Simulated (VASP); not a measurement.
# PtSe2 (P-3m1) in VASP: phonons with PBE+D3(BJ)

Aim: the phonons of PtSe2 with PBE+D3(BJ).

Program: VASP 6.6.1. These are calculated values, not measurements. Logs are shortened: lines on timing, memory, paths and dates and some standing lists are left out, and cuts for length are marked.

**1. The cell of the first run**

The structure is trigonal, space group P-3m1 (No. 164). Conventional cell: a = 3.575 Å, b = 3.575 Å, c = 4.000 Å, α = 90.00°, β = 90.00°, γ = 120.00°. Within 3.2 Å of Pt (site symmetry -3m) lie 6 Se at 2.39 Å. Within 3.2 Å of Se (site symmetry 3m) lie 3 Pt at 2.39 Å and 6 Se at 2.61 to 3.17 Å.

**2. Phonons, PBE+D3(BJ)**

Contents of INCAR:

```
  PREC = Accurate
  ENCUT = 520
  EDIFF = 1E-8
  ISMEAR = -1
  SIGMA = 0.15
  LREAL = False
  LASPH = True
  NELM = 60
  ALGO = Normal
  ISIF = 2
  LWAVE = False
  LCHARG = False
  GGA = PE
  IVDW = 12
  NBANDS = 18
  IBRION = 6
  NFREE = 2
  POTIM = 0.015
  NSW = 1
```

Contents of KPOINTS:

```
regular mesh
0
Gamma
  12 12 10
```

Contents of POSCAR:

```
PtSe2
1.0
    3.5746187578      0.0000000000      0.0000000000
   -1.7873093789      3.0957106531      0.0000000000
    0.0000000000      0.0000000000      4.0004413371
Pt Se
1 2
Direct
    0.0000000000      0.0000000000      0.0000000000
    0.3333333333      0.6666666667      0.3005280222
    0.6666666667      0.3333333333      0.6994719778
```

Potentials or basis: VASP PAW PBE potentials, release 64 (Pt, Se).

On the command line:

```bash
> cat potpaw_PBE.64/Pt/POTCAR potpaw_PBE.64/Se/POTCAR > POTCAR
> mpirun -np 1 vasp_std > vasp.out
```

OUTCAR:

```text
PREC = Accurate
   ENCUT = 520
   EDIFF = 1E-8
   ISMEAR = -1
   LREAL = False
   LASPH = True
   NELM = 60
   ISIF = 2
   GGA = PE
   IVDW = 12
   IBRION = 6
   NFREE = 2
   POTIM = 0.015
   NSW = 1
 IVDW          = 12

 ion  position               nearest neighbor table
   1  0.000  0.000  0.000-   2 2.39   3 2.39   3 2.39   2 2.39   3 2.39   2 2.39
   2  0.333  0.667  0.301-   1 2.39   1 2.39   1 2.39   3 2.61   3 2.61   3 2.61
   3  0.667  0.333  0.699-   1 2.39   1 2.39   1 2.39   2 2.61   2 2.61   2 2.61

  LATTYP: Found a hexagonal cell.
 ALAT       =     3.5746187578
 C/A-ratio  =     1.1191239145

  Lattice vectors:

 A1 = (   3.5746187578,   0.0000000000,   0.0000000000)
 A2 = (  -1.7873093789,   3.0957106531,   0.0000000000)
 A3 = (   0.0000000000,   0.0000000000,   4.0004413371)

Analysis of symmetry for initial positions (statically):
=====================================================================
 Subroutine PRICEL returns:
 Original cell was already a primitive cell.

 Routine SETGRP: Setting up the symmetry group for a
 hexagonal supercell.

 Subroutine GETGRP returns: Found 12 space group operations
 (whereof 12 operations were pure point group operations)
 out of a pool of 24 trial point group operations.

The static configuration has the point symmetry D_3d.

Analysis of symmetry for dynamics (positions and initial velocities):
=====================================================================
 Subroutine PRICEL returns:
 Original cell was already a primitive cell.

 Routine SETGRP: Setting up the symmetry group for a
 hexagonal supercell.

 Subroutine GETGRP returns: Found 12 space group operations
 (whereof 12 operations were pure point group operations)
 out of a pool of 24 trial point group operations.

The dynamic configuration has the point symmetry D_3d.

 Subroutine INISYM returns: Found 12 space group operations
 (whereof 12 operations are pure point group operations),
 and found     1 'primitive' translations

----------------------------------------------------------------------------------------

                                     Primitive cell

  volume of cell :      44.2688

  direct lattice vectors                    reciprocal lattice vectors
     3.574618758  0.000000000  0.000000000     0.279750113  0.161513803  0.000000000
    -1.787309379  3.095710653  0.000000000     0.000000000  0.323027606  0.000000000
     0.000000000  0.000000000  4.000441337     0.000000000  0.000000000  0.249972419

  length of vectors
     3.574618758  3.574618758  4.000441337     0.323027606  0.323027606  0.249972419

  position of ions in fractional coordinates (direct lattice)
     0.000000000  0.000000000  0.000000000
     0.333333333  0.666666667  0.300528022
     0.666666667  0.333333333  0.699471978

  ion indices of the primitive-cell ions
   primitive index   ion index
                 1           1
                 2           2
                 3           3

----------------------------------------------------------------------------------------

 KPOINTS: regular mesh

Automatic generation of k-mesh.
 Grid dimensions read from file:
 generate k-points for:   12   12   10

 Generating k-lattice:

  Cartesian coordinates                     Fractional coordinates (reciprocal lattice)
     0.023312509  0.013459484  0.000000000     0.083333333  0.000000000  0.000000000
     0.000000000  0.026918967  0.000000000     0.000000000  0.083333333  0.000000000
     0.000000000  0.000000000  0.024997242     0.000000000  0.000000000  0.100000000

  Length of vectors
     0.026918967  0.026918967  0.024997242

  Shift w.r.t. Gamma in fractional coordinates (k-lattice)
     0.000000000  0.000000000  0.000000000

 Subroutine IBZKPT returns following result:
 ===========================================

 Found    162 irreducible k-points:

 Following reciprocal coordinates:
            Coordinates               Weight
  0.000000  0.000000  0.000000      1.000000
  0.083333  0.000000  0.000000      6.000000
  0.166667 -0.000000  0.000000      6.000000
  0.250000 -0.000000  0.000000      6.000000
  0.333333 -0.000000  0.000000      6.000000
  0.416667 -0.000000  0.000000      6.000000
[... 16 lines left out ...]
  0.166667 -0.000000  0.100000      6.000000
  0.000000  0.166667  0.100000      6.000000
 [... further k-points ...]
   k-points           NKPTS =    162   k-points in BZ     NKDIM =    162   number of bands    NBANDS=     18
   number of dos      NEDOS =    301   number of ions     NIONS =      3
   total plane-waves  NPLWV =  23520
   dimension x,y,z NGX =    28 NGY =   28 NGZ =   30
   dimension x,y,z NGXF=    56 NGYF=   56 NGZF=   60
   ions per type =               1   2
   NGX,Y,Z   is equivalent  to a cutoff of  13.02, 13.02, 12.47 a.u.
   NGXF,Y,Z  is equivalent  to a cutoff of  26.04, 26.04, 24.93 a.u.
 SYSTEM =  unknown system
   PREC   = accura    normal or accurate (medium, high low for compatibility)
   ISTART =      0    job   : 0-new  1-cont  2-samecut
   ICHARG =      2    charge: 1-file 2-atom 10-const
   ISPIN  =      1    spin polarized calculation?
   LNONCOLLINEAR =      F non collinear calculations
   LSORBIT =      F    spin-orbit coupling
   LASPH  =      T    aspherical Exc in radial PAW
   ENCUT  =  520.0 eV  38.22 Ry    6.18 a.u.   6.65  6.65  7.44*2*pi/ulx,y,z
   NELM   =     60;   NELMIN=  2; NELMDL= -5     # of ELM steps
   EDIFF  = 0.1E-07   stopping-criterion for ELM
   LREAL  =      F    real-space projection
   EDIFFG = 0.1E-06   stopping-criterion for IOM
   NSW    =     73    number of steps for IOM
   IBRION =      6    ionic relax: 0-MD 1-quasi-New 2-CG
   NFREE  =      2    steps in history (QN), initial steepest desc. (CG)
   ISIF   =      2    stress and relaxation
   ISYM   =      2    0-nonsym 1-usesym 2-fastsym
   POTIM  = 0.0150    time-step for ionic-motion
   TEBEG  =    0.0;   TEEND  =   0.0 temperature during run
   PSTRESS=    0.0 pullay stress
   NELECT =      22.0000    total number of electrons
   NUPDOWN=      -1.0000    fix difference up-down
   EMIN   =  10.00;   EMAX   =-10.00  energy-range for DOS
   EFERMI =   0.00;   METHOD = LEGACY
   ISMEAR =    -1;   SIGMA  =   0.15  broadening in eV -4-tet -1-fermi 0-gaus
   EFERMI_NEDOS =   21; number of points for ismear=-14 and -15
   IALGO  =     38    algorithm
   IMIX   =      4    mixing-type and parameters
     AMIX     =   0.40;   BMIX     =  1.00
     AMIX_MAG =   1.60;   BMIX_MAG =  1.00
  volume/ion in A,a.u.               =      14.76        99.58
  Fermi-wavevector in a.u.,A,eV,Ry     =   1.296730  2.450465 22.878332  1.681510
  Thomas-Fermi vector in A             =   2.428168
   LORBIT       =      0    0 simple, 1 ext, 2 COOP (PROOUT), +10 PAW based schemes
   GGA     = PE    functional components
   LHFCALC =     F    Hartree Fock is set to
   AEXX    =    0.0000 exact exchange contribution
   IVDW    =    12    specifies the selected vdW correction
   LEPSILON=     F    determine dielectric tensor
   LRPA    =     F    only Hartree local field effects (RPA)
 finite differences with symmetry
 non-spin polarized calculation
  energy-cutoff  :      520.00
  volume of cell :       44.27
 maximum number of plane-waves:      1226
 NGX is ok and might be reduce to    28
   NGX = 13   NGY = 13   NGZ = 15

--------------------------------------- Ionic step        1  -------------------------------------------

 number of electron      21.9999998 magnetization

 Free energy of the ion-electron system (eV)
  ---------------------------------------------------
  ext. energy  EPLUGINS =         0.00000000
  ---------------------------------------------------
  free energy    TOTEN  =       -12.02677728 eV

  energy without entropy =      -11.99246481  energy(sigma->0) =      -12.00962105

------------------------ aborting loop because EDIFF is reached ----------------------------------------

 Edisp (eV)   -1.98272

 E8    (eV) :    -0.8494
[... 319 lines left out ...]
--------------------------------------- Ionic step        9  -------------------------------------------

 number of electron      21.9999999 magnetization

 Free energy of the ion-electron system (eV)
  ---------------------------------------------------
  ext. energy  EPLUGINS =         0.00000000
  ---------------------------------------------------
  free energy    TOTEN  =       -12.02435291 eV

  energy without entropy =      -11.98999814  energy(sigma->0) =      -12.00717553

 E-fermi :  10.9683     XC(G=0): -12.4391

 val. band max:       10.9546767012   @ k =   0.0000   0.4167   0.4000
 cond. band min:      11.0242047734   @ k =   0.0833   0.0833   0.4000
 fundamental gap:      0.0695280722
 Fermi energy:        10.9683016746

 k-point     1 :       0.0000    0.0000    0.0000
  band No.  band energies     occupation
      1      -7.4580      2.00000
      2      -1.0459      2.00000
      3       2.0705      2.00000
      4       3.0401      2.00000
      5       3.0401      2.00000
      6       6.3373      2.00000
[... 481 lines left out ...]
      5       4.1868      2.00000
      6       5.3088      2.00000
[... 10 lines left out ...]
     17      19.5798      0.00000
     18      21.1306      0.00000

 [... further k-points ...]

------------------------ aborting loop because EDIFF is reached ----------------------------------------

 Edisp (eV)   -1.98270

 E8    (eV) :    -0.8494
[... 26 lines left out ...]
  FREE ENERGIE OF THE ION-ELECTRON SYSTEM (eV)
  ---------------------------------------------------
  free  energy   TOTEN  =       -14.0070519750 eV

  energy  without entropy=      -13.9726972096  energy(sigma->0) =      -13.98987459

 INTERNAL STRAIN TENSORS FROM DISPLACED ATOMS
 ============================================

 INTERNAL STRAIN TENSOR FOR ION    1 for displacements in x,y,z  (eV/Angst):
          X           Y           Z          XY          YZ          ZX
  --------------------------------------------------------------------------------
  x     0.00000     0.00000     0.00000     0.00000     0.00000     0.00000
  y     0.00000     0.00000     0.00000     0.00000     0.00000     0.00000
  z     0.00000     0.00000     0.00000     0.00000     0.00000     0.00000

 INTERNAL STRAIN TENSOR FOR ION    3 for displacements in x,y,z  (eV/Angst):
          X           Y           Z          XY          YZ          ZX
  --------------------------------------------------------------------------------
  x     0.00000     0.00000     0.00000    -7.57006     0.00000     7.58797
  y    -7.57006     7.57006    -0.00000     0.00000     7.58796     0.00000
  z    12.64261    12.64261     4.55552     0.00000     0.00000     0.00000

 Eigenvectors and eigenvalues of the dynamical matrix
 ----------------------------------------------------

   1 f  =    9.332729 THz    58.639269 2PiTHz  311.306346 cm-1    38.597050 meV
             X         Y         Z           dx          dy          dz
      0.000000  0.000000  0.000000     0.000000   -0.000000   -0.000000
     -0.000000  2.063807  1.202245     0.000000    0.000000   -0.707107
      1.787309  1.031904  2.798197    -0.000000    0.000000    0.707107
[... 43 lines left out ...]
   9 f/i=    0.000541 THz     0.003397 2PiTHz    0.018035 cm-1     0.002236 meV
             X         Y         Z           dx          dy          dz
      0.000000  0.000000  0.000000     0.000000    0.000000    0.743349
     -0.000000  2.063807  1.202245     0.000000    0.000000    0.472986
      1.787309  1.031904  2.798197     0.000000    0.000000    0.472986

 ELASTIC MODULI CONTR FROM IONIC RELAXATION (kBar)
 Direction    XX          YY          ZZ          XY          YZ          ZX
 --------------------------------------------------------------------------------
 XX        -682.0948   -140.1908   -148.1474     -0.0000    271.5928      0.0000
 YY        -140.1908   -682.0948   -148.1474      0.0000   -271.5928     -0.0000
 ZZ        -148.1474   -148.1474    -53.3820      0.0000      0.0000     -0.0000
 XY          -0.0000      0.0000      0.0000   -270.9520      0.0000    271.5930
 YZ         271.5928   -271.5928      0.0000      0.0000   -272.2350     -0.0000
 ZX           0.0000     -0.0000     -0.0000    271.5930     -0.0000   -272.2356
 --------------------------------------------------------------------------------
```

It took 8.6 min on 1 thread of Intel Xeon 6975P-C (Granite Rapids), shared host; peak memory 0.94 GiB.

Results:

- Highest phonon frequency at Γ, LO-TO splitting left out: 311 cm⁻¹
- Dispersion energy per atom: -0.661 eV

Phonon frequencies in cm⁻¹ (negative: imaginary):
```csv
q point,frequencies
"(0.000, 0.000, 0.000)",0 0 0 230 230 269 293 293 311
```

Caveat: the cell stands under pressure or tension, which shifts response properties; spin-orbit coupling is left out, which moves the levels of the heavy elements.
